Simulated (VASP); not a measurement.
KTaO3, 5 atoms in the cell. Symmetry: P4/mmm, No. 123, tetragonal system. The conventional cell has a = 3.990 Å, b = 3.990 Å, c = 4.150 Å, α = 90.00°, β = 90.00°, γ = 90.00°. K (site symmetry 4/mmm) has 12 O at 2.82 to 2.88 Å and 8 Ta at 3.50 Å within 3.7 Å. Ta (site symmetry 4/mmm) has 6 O at 2.00 to 2.07 Å within 2.6 Å. O (site symmetry 4/mmm) has 2 Ta at 2.07 Å within 2.7 Å. O (site symmetry mmm) has 2 Ta at 2.00 Å within 2.6 Å.  This cell differs from its parent crystal: uniaxial z strain +4.0%.

- Program: VASP 6.6.1
- Task: single point
- Functional: PBE
- Potentials or basis: VASP PAW PBE potentials, release 64 (K_sv, Ta_pv, O)
- Cutoff: 520 eV
- k mesh: 6 × 6 × 6
- Occupations: fermi-dirac, width 0.02 eV
- Spin: no spin polarisation
- Dipole correction: no
- Further INCAR settings: ALGO = Normal; EDIFF = 1e-06; NBANDS = 27

Potentials or basis: VASP PAW PBE potentials, release 64 (K_sv, Ta_pv, O).

The run is started by

```sh
$ cat potpaw_PBE.64/K_sv/POTCAR potpaw_PBE.64/Ta_pv/POTCAR potpaw_PBE.64/O/POTCAR > POTCAR
$ mpirun -np 1 vasp_std > vasp.out
```

Hardware: 1 thread of Intel Xeon 8259CL (shared host).

**Question.** How long does it take, and how much memory?

**Answer.** Run time: 100 s on 1 thread of Intel Xeon 8259CL (shared host), peak memory 0.22 GiB. Counts: scf iterations 14, k points 40.
